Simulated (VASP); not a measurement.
# Pd (Pm-3m) in VASP: a series of runs

Runs on Pd. Level: PBE. Tasks: density of states.

Program: VASP 6.6.1. These are calculated values, not measurements. Logs are shortened: lines on timing, memory, paths and dates and some standing lists are left out, and cuts for length are marked.

## Step 1: The cell of the first run

Symmetry: Pm-3m, No. 221, cubic system. Conventional cell: a = 2.004 Å, b = 2.004 Å, c = 2.004 Å, α = 90.00°, β = 90.00°, γ = 90.00°. Pd (site symmetry m-3m) has 6 Pd at 2.00 Å within 2.7 Å.

## Step 2: Density of states, PBE (volume scaled by 0.45)

Contents of POSCAR:

```
Pd
1.0
    2.0036207299      0.0000000000      0.0000000000
    0.0000000000      2.0036207299      0.0000000000
    0.0000000000      0.0000000000      2.0036207299
Pd
1
Direct
    0.0000000000      0.0000000000      0.0000000000
```

Contents of INCAR.step1:

```
PREC = Accurate ; ENCUT = 520
EDIFF = 1E-7 ; ISMEAR = -1
SIGMA = 0.08 ; LREAL = False
LASPH = True ; NELM = 100
ALGO = Normal ; ISIF = 2
LWAVE = False ; LCHARG = True
LMAXMIX = 4 ; GGA = PE
NBANDS = 11
```

Contents of KPOINTS.step1:

```
regular mesh
0
Gamma
  15 15 15
```

Contents of INCAR.step2:

```
PREC = Accurate ; ENCUT = 520
EDIFF = 1E-7 ; ISMEAR = -5
SIGMA = 0.08 ; LREAL = False
LASPH = True ; NELM = 100
ALGO = Normal ; ISIF = 2
LWAVE = False ; LCHARG = False
LMAXMIX = 4 ; GGA = PE
LORBIT = 11 ; NEDOS = 2001
ICHARG = 11
```

Contents of KPOINTS.step2:

```
regular mesh
0
Gamma
  23 23 23
```

Potentials or basis: VASP PAW PBE potentials, release 64 (Pd).

The run is started by

```
$ cat potpaw_PBE.64/Pd/POTCAR > POTCAR
$ cp INCAR.step1 INCAR
$ cp KPOINTS.step1 KPOINTS
$ mpirun -np 1 vasp_std > vasp.out
$ cp INCAR.step2 INCAR
$ cp KPOINTS.step2 KPOINTS
$ mpirun -np 1 vasp_std > vasp.out
```

OUTCAR:

```text
PREC = Accurate
   ENCUT = 520
   EDIFF = 1E-7
   ISMEAR = -5
   LREAL = False
   LASPH = True
   NELM = 100
   ISIF = 2
   GGA = PE
   LORBIT = 11
   ICHARG = 11

 ion  position               nearest neighbor table
   1  0.000  0.000  0.000-

  LATTYP: Found a simple cubic cell.
 ALAT       =     2.0036207299

  Lattice vectors:

 A1 = (   2.0036207299,   0.0000000000,   0.0000000000)
 A2 = (   0.0000000000,   2.0036207299,   0.0000000000)
 A3 = (   0.0000000000,   0.0000000000,   2.0036207299)

Analysis of symmetry for initial positions (statically):
=====================================================================
 Subroutine PRICEL returns:
 Original cell was already a primitive cell.

 Routine SETGRP: Setting up the symmetry group for a
 simple cubic supercell.

 Subroutine GETGRP returns: Found 48 space group operations
 (whereof 48 operations were pure point group operations)
 out of a pool of 48 trial point group operations.

The static configuration has the point symmetry O_h .

Analysis of symmetry for dynamics (positions and initial velocities):
=====================================================================
 Subroutine PRICEL returns:
 Original cell was already a primitive cell.

 Routine SETGRP: Setting up the symmetry group for a
 simple cubic supercell.

 Subroutine GETGRP returns: Found 48 space group operations
 (whereof 48 operations were pure point group operations)
 out of a pool of 48 trial point group operations.

The dynamic configuration has the point symmetry O_h .

 Subroutine INISYM returns: Found 48 space group operations
 (whereof 48 operations are pure point group operations),
 and found     1 'primitive' translations

----------------------------------------------------------------------------------------

                                     Primitive cell

  volume of cell :       8.0435

  direct lattice vectors                    reciprocal lattice vectors
     2.003620730  0.000000000  0.000000000     0.499096453  0.000000000  0.000000000
     0.000000000  2.003620730  0.000000000     0.000000000  0.499096453  0.000000000
     0.000000000  0.000000000  2.003620730     0.000000000  0.000000000  0.499096453

  length of vectors
     2.003620730  2.003620730  2.003620730     0.499096453  0.499096453  0.499096453

  position of ions in fractional coordinates (direct lattice)
     0.000000000  0.000000000  0.000000000

  ion indices of the primitive-cell ions
   primitive index   ion index
                 1           1

----------------------------------------------------------------------------------------

 KPOINTS: regular mesh

Automatic generation of k-mesh.
 Grid dimensions read from file:
 generate k-points for:   23   23   23

 Generating k-lattice:

  Cartesian coordinates                     Fractional coordinates (reciprocal lattice)
     0.021699846  0.000000000  0.000000000     0.043478261  0.000000000  0.000000000
     0.000000000  0.021699846  0.000000000     0.000000000  0.043478261  0.000000000
     0.000000000  0.000000000  0.021699846     0.000000000  0.000000000  0.043478261

  Length of vectors
     0.021699846  0.021699846  0.021699846

  Shift w.r.t. Gamma in fractional coordinates (k-lattice)
     0.000000000  0.000000000  0.000000000

 TETIRR: Found   6051 inequivalent tetrahedra from    73002

 Subroutine IBZKPT returns following result:
 ===========================================

 Found    364 irreducible k-points:

 Following reciprocal coordinates:
            Coordinates               Weight
  0.000000  0.000000  0.000000      1.000000
  0.043478  0.000000  0.000000      6.000000
  0.086957  0.000000  0.000000      6.000000
  0.130435  0.000000  0.000000      6.000000
  0.173913  0.000000  0.000000      6.000000
  0.217391  0.000000  0.000000      6.000000
[... 16 lines left out ...]
  0.478261  0.043478  0.000000     24.000000
  0.086957  0.086957  0.000000     12.000000
 [... further k-points ...]
   k-points           NKPTS =    364   k-points in BZ     NKDIM =    364   number of bands    NBANDS=      9
   number of dos      NEDOS =   2001   number of ions     NIONS =      1
   total plane-waves  NPLWV =   4096
   dimension x,y,z NGX =    16 NGY =   16 NGZ =   16
   dimension x,y,z NGXF=    32 NGYF=   32 NGZF=   32
   ions per type =               1
   NGX,Y,Z   is equivalent  to a cutoff of  13.28, 13.28, 13.28 a.u.
   NGXF,Y,Z  is equivalent  to a cutoff of  26.55, 26.55, 26.55 a.u.
 SYSTEM =  unknown system
   PREC   = accura    normal or accurate (medium, high low for compatibility)
   ISTART =      0    job   : 0-new  1-cont  2-samecut
   ICHARG =     11    charge: 1-file 2-atom 10-const
   ISPIN  =      1    spin polarized calculation?
   LNONCOLLINEAR =      F non collinear calculations
   LSORBIT =      F    spin-orbit coupling
   LASPH  =      T    aspherical Exc in radial PAW
   ENCUT  =  520.0 eV  38.22 Ry    6.18 a.u.   3.73  3.73  3.73*2*pi/ulx,y,z
   NELM   =    100;   NELMIN=  2; NELMDL=  0     # of ELM steps
   EDIFF  = 0.1E-06   stopping-criterion for ELM
   LREAL  =      F    real-space projection
   EDIFFG = 0.1E-05   stopping-criterion for IOM
   NSW    =      0    number of steps for IOM
   IBRION =     -1    ionic relax: 0-MD 1-quasi-New 2-CG
   NFREE  =      0    steps in history (QN), initial steepest desc. (CG)
   ISIF   =      2    stress and relaxation
   ISYM   =      2    0-nonsym 1-usesym 2-fastsym
   POTIM  = 0.5000    time-step for ionic-motion
   TEBEG  =    0.0;   TEEND  =   0.0 temperature during run
   PSTRESS=    0.0 pullay stress
   NELECT =      10.0000    total number of electrons
   NUPDOWN=      -1.0000    fix difference up-down
   EMIN   =  10.00;   EMAX   =-10.00  energy-range for DOS
   EFERMI =   0.00;   METHOD = LEGACY
   ISMEAR =    -5;   SIGMA  =   0.08  broadening in eV -4-tet -1-fermi 0-gaus
   EFERMI_NEDOS =   21; number of points for ismear=-14 and -15
   IALGO  =     38    algorithm
   IMIX   =      4    mixing-type and parameters
     AMIX     =   0.40;   BMIX     =  1.00
     AMIX_MAG =   1.60;   BMIX_MAG =  1.00
  volume/ion in A,a.u.               =       8.04        54.28
  Fermi-wavevector in a.u.,A,eV,Ry     =   1.760324  3.326530 42.160933  3.098741
  Thomas-Fermi vector in A             =   2.829113
   LORBIT       =     11    0 simple, 1 ext, 2 COOP (PROOUT), +10 PAW based schemes
   GGA     = PE    functional components
   LHFCALC =     F    Hartree Fock is set to
   AEXX    =    0.0000 exact exchange contribution
   IVDW    =     0    specifies the selected vdW correction
   LEPSILON=     F    determine dielectric tensor
   LRPA    =     F    only Hartree local field effects (RPA)
 non-spin polarized calculation
 Fermi weights with tetrahedron method with Bloechl corrections
  energy-cutoff  :      520.00
  volume of cell :        8.04
 maximum number of plane-waves:       228
 NGX is ok and might be reduce to    16

 number of electron       9.9999998 magnetization

 Free energy of the ion-electron system (eV)
  ---------------------------------------------------
  ext. energy  EPLUGINS =         0.00000000
  ---------------------------------------------------
  free energy    TOTEN  =         5.43766747 eV

  energy without entropy =        5.43766747  energy(sigma->0) =        5.43766747

 E-fermi :  25.1706     XC(G=0): -17.1508

 val. band max:       25.2086201832   @ k =   0.0435   0.0435   0.0435
 cond. band min:      25.0169419277   @ k =   0.4348   0.1304   0.0000
 fundamental gap:     -0.1916782555
 Fermi energy:        25.1705784930

 k-point     1 :       0.0000    0.0000    0.0000
  band No.  band energies     occupation
      1      11.1627      2.00000
      2      11.1627      2.00000
      3      12.0997      2.00000
      4      25.4712     -0.14722
      5      25.4712      0.00000
      6      25.4712      0.00000
      7      46.5541      0.00000
      8      46.5541      0.00000
      9      47.9070      0.00000

 k-point     2 :       0.0435    0.0000    0.0000
  band No.  band energies     occupation
      1      11.1881      2.00000
      2      11.2909      2.00000
      3      12.2124      2.00000
      4      25.3212      0.28367
      5      25.3212      0.26765
      6      25.4821      0.00000
      7      46.0601      0.00000
      8      46.7510      0.00000
      9      47.4192      0.00000

 k-point     3 :       0.0870    0.0000    0.0000
  band No.  band energies     occupation
      1      11.2632      2.00000
      2      11.6049      2.00000
      3      12.6102      2.00000
      4      24.8979      2.07993
      5      24.8979      2.08593
      6      25.5142      0.00000
      7      44.8154      0.00000
      8      47.3079      0.00000
      9      47.3244      0.00000

 k-point     4 :       0.1304    0.0000    0.0000
  band No.  band energies     occupation
      1      11.3842      2.00000
      2      11.9686      2.00000
      3      13.3943      2.00000
      4      24.2680      2.00000
      5      24.2680      2.00000
      6      25.5655      0.00000
      7      43.2068      0.00000
      8      48.0056      0.00000
      9      48.1363      0.00000
[... 205 lines left out ...]
 k-point    22 :       0.4348    0.0435    0.0000
  band No.  band energies     occupation
      1      12.7410      2.00000
      2      15.0809      2.00000
      3      19.0858      2.00000
      4      19.8192      2.00000
      5      22.7145      2.00000
      6      25.9320      0.00000
      7      36.8339      0.00000
      8      42.3084      0.00000
      9      48.0154      0.00000

 k-point    23 :       0.4783    0.0435    0.0000
  band No.  band energies     occupation
      1      12.8057      2.00000
      2      15.2716      2.00000
      3      18.9410      2.00000
      4      19.6522      2.00000
      5      23.0024      2.00000
      6      25.9562      0.00000
      7      37.0502      0.00000
      8      41.9946      0.00000
      9      48.0163      0.00000

 k-point    24 :       0.0870    0.0870    0.0000
  band No.  band energies     occupation
      1      11.5208      2.00000
      2      12.0114      2.00000
      3      12.9785      2.00000
      4      24.3165      2.00000
      5      24.8464      2.01745
      6      25.0488      1.72073
      7      45.4324      0.00000
      8      45.5629      0.00000
      9      48.0609      0.00000

 [... further k-points ...]

------------------------ aborting loop because EDIFF is reached ----------------------------------------

  FORCE on cell =-STRESS in cart. coord.  units (eV):
  Direction    XX          YY          ZZ          XY          YZ          ZX
  --------------------------------------------------------------------------------------
  -------------------------------------------------------------------------------------
  Total       35.3643916     35.3643916     35.3643916      0.0000000      0.0000000     -0.0000000
  in kB     7044.1764184   7044.1764184   7044.1764184      0.0000000      0.0000000     -0.0000000
  external PRESSURE =    7044.1764184 kB  Pullay stress =       0.0000000 kB

 VOLUME and BASIS-vectors are now :
 -----------------------------------------------------------------------------
  energy-cutoff  :      520.00
  volume of cell :        8.04
      direct lattice vectors                 reciprocal lattice vectors
     2.003620730  0.000000000  0.000000000     0.499096453  0.000000000  0.000000000
     0.000000000  2.003620730  0.000000000     0.000000000  0.499096453  0.000000000
     0.000000000  0.000000000  2.003620730     0.000000000  0.000000000  0.499096453

 POSITION                                       TOTAL-FORCE (eV/Angst)
 -----------------------------------------------------------------------------------
      0.00000      0.00000      0.00000         0.000000      0.000000      0.000000
 -----------------------------------------------------------------------------------
    total drift:                               -0.000000      0.000000      0.000000

  FREE ENERGIE OF THE ION-ELECTRON SYSTEM (eV)
  ---------------------------------------------------
  free  energy   TOTEN  =         5.4376674676 eV

  energy  without entropy=        5.4376674676  energy(sigma->0) =        5.43766747

 total charge

# of ion       s       p       d       tot
------------------------------------------
    1        1.069   1.394   9.875  12.338
```

It took 9.3 s on 1 thread of Intel Xeon 6975P-C (Granite Rapids), shared host; peak memory 0.14 GiB.

Caveat: the cell differs from its parent crystal (volume scaled by 0.45); tetrahedron occupations give inexact forces and stress in metals.

## Step 3: Density of states, PBE

This run uses another cell than the first one, of 17.87 Å³/atom, 2.222 times its volume.

Contents of POSCAR:

```
Pd
1.0
    2.6146366535      0.0000000000      0.0000000000
    0.0000000000      2.6146366535      0.0000000000
    0.0000000000      0.0000000000      2.6146366535
Pd
1
Direct
    0.0000000000      0.0000000000      0.0000000000
```

Contents of INCAR.step1:

```
SYSTEM = Pd
PREC = Accurate ; ENCUT = 520
EDIFF = 1E-7 ; ISMEAR = -1
SIGMA = 0.08 ; LREAL = .FALSE.
LASPH = .TRUE. ; NELM = 80
ALGO = Normal ; ISIF = 2
LWAVE = .FALSE. ; LCHARG = .TRUE.
LMAXMIX = 4 ; GGA = PE
NBANDS = 11
```

Contents of KPOINTS.step1:

```
regular mesh
0
G
  15 15 15
  0 0 0
```

Contents of INCAR.step2:

```
SYSTEM = Pd
PREC = Accurate ; ENCUT = 520
EDIFF = 1E-7 ; ISMEAR = -5
SIGMA = 0.08 ; LREAL = .FALSE.
LASPH = .TRUE. ; NELM = 80
ALGO = Normal ; ISIF = 2
LWAVE = .FALSE. ; LCHARG = .FALSE.
LMAXMIX = 4 ; GGA = PE
LORBIT = 11 ; NEDOS = 2001
ICHARG = 11
```

Contents of KPOINTS.step2:

```
regular mesh
0
G
  23 23 23
  0 0 0
```

Potentials or basis: VASP PAW PBE potentials, release 64 (Pd).

The run is started by

```
$ cat potpaw_PBE.64/Pd/POTCAR > POTCAR
$ cp INCAR.step1 INCAR
$ cp KPOINTS.step1 KPOINTS
$ mpirun -np 1 vasp_std > vasp.out
$ cp INCAR.step2 INCAR
$ cp KPOINTS.step2 KPOINTS
$ mpirun -np 1 vasp_std > vasp.out
```

OUTCAR:

```text
SYSTEM = Pd
   PREC = Accurate
   ENCUT = 520
   EDIFF = 1E-7
   ISMEAR = -5
   LREAL = .FALSE.
   LASPH = .TRUE.
   NELM = 80
   ISIF = 2
   GGA = PE
   LORBIT = 11
   ICHARG = 11

 ion  position               nearest neighbor table
   1  0.000  0.000  0.000-

  LATTYP: Found a simple cubic cell.
 ALAT       =     2.6146366535

  Lattice vectors:

 A1 = (   2.6146366535,   0.0000000000,   0.0000000000)
 A2 = (   0.0000000000,   2.6146366535,   0.0000000000)
 A3 = (   0.0000000000,   0.0000000000,   2.6146366535)

Analysis of symmetry for initial positions (statically):
=====================================================================
 Subroutine PRICEL returns:
 Original cell was already a primitive cell.

 Routine SETGRP: Setting up the symmetry group for a
 simple cubic supercell.

 Subroutine GETGRP returns: Found 48 space group operations
 (whereof 48 operations were pure point group operations)
 out of a pool of 48 trial point group operations.

The static configuration has the point symmetry O_h .

[... 167 lines left out ...]
 k-point     1 :       0.0000    0.0000    0.0000
  band No.  band energies     occupation
      1       1.2306      2.00000
      2       2.6888      2.00000
      3       2.6888      2.00000
      4       7.1323      1.59859
      5       7.1323      1.31727
      6       7.1323      0.20111
      7      23.5518      0.00000
      8      23.5518      0.00000
      9      23.5518      0.00000
[... 265 lines left out ...]
 k-point    24 :       0.0870    0.0870    0.0000
  band No.  band energies     occupation
      1       1.6143      2.00000
      2       2.8173      2.00000
      3       2.9301      2.00000
      4       6.8774      2.00000
      5       6.9979      2.00000
      6       7.0359      2.00699
      7      22.3026      0.00000
      8      22.3966      0.00000
      9      24.1895      0.00000

 [... further k-points ...]

------------------------ aborting loop because EDIFF is reached ----------------------------------------

  FORCE on cell =-STRESS in cart. coord.  units (eV):
  Direction    XX          YY          ZZ          XY          YZ          ZX
  --------------------------------------------------------------------------------------
  -------------------------------------------------------------------------------------
  Total        0.1372294      0.1372294      0.1372294      0.0000000      0.0000000     -0.0000000
  in kB       12.3005309     12.3005309     12.3005309      0.0000000      0.0000000     -0.0000000
  external PRESSURE =      12.3005309 kB  Pullay stress =       0.0000000 kB

 VOLUME and BASIS-vectors are now :
 -----------------------------------------------------------------------------
  energy-cutoff  :      520.00
  volume of cell :       17.87
      direct lattice vectors                 reciprocal lattice vectors
     2.614636653  0.000000000  0.000000000     0.382462320  0.000000000  0.000000000
     0.000000000  2.614636653  0.000000000     0.000000000  0.382462320  0.000000000
     0.000000000  0.000000000  2.614636653     0.000000000  0.000000000  0.382462320

 POSITION                                       TOTAL-FORCE (eV/Angst)
 -----------------------------------------------------------------------------------
      0.00000      0.00000      0.00000         0.000000      0.000000      0.000000
 -----------------------------------------------------------------------------------
    total drift:                               -0.000000      0.000000     -0.000000

  FREE ENERGIE OF THE ION-ELECTRON SYSTEM (eV)
  ---------------------------------------------------
  free  energy   TOTEN  =        -4.7115208441 eV

  energy  without entropy=       -4.7115208441  energy(sigma->0) =       -4.71152084

 total charge

# of ion       s       p       d       tot
------------------------------------------
    1        0.481   0.327   8.532   9.339
```

It took 49 s on 1 thread of AMD EPYC 7R43 (Zen 3), shared host; peak memory 0.14 GiB.

Results:

```yaml
Valence_electrons_inside_the_program's_atomic_spheres: Pd 9.34
```

Caveat: tetrahedron occupations give inexact forces and stress in metals.

(Continued in part 2 of 2.)
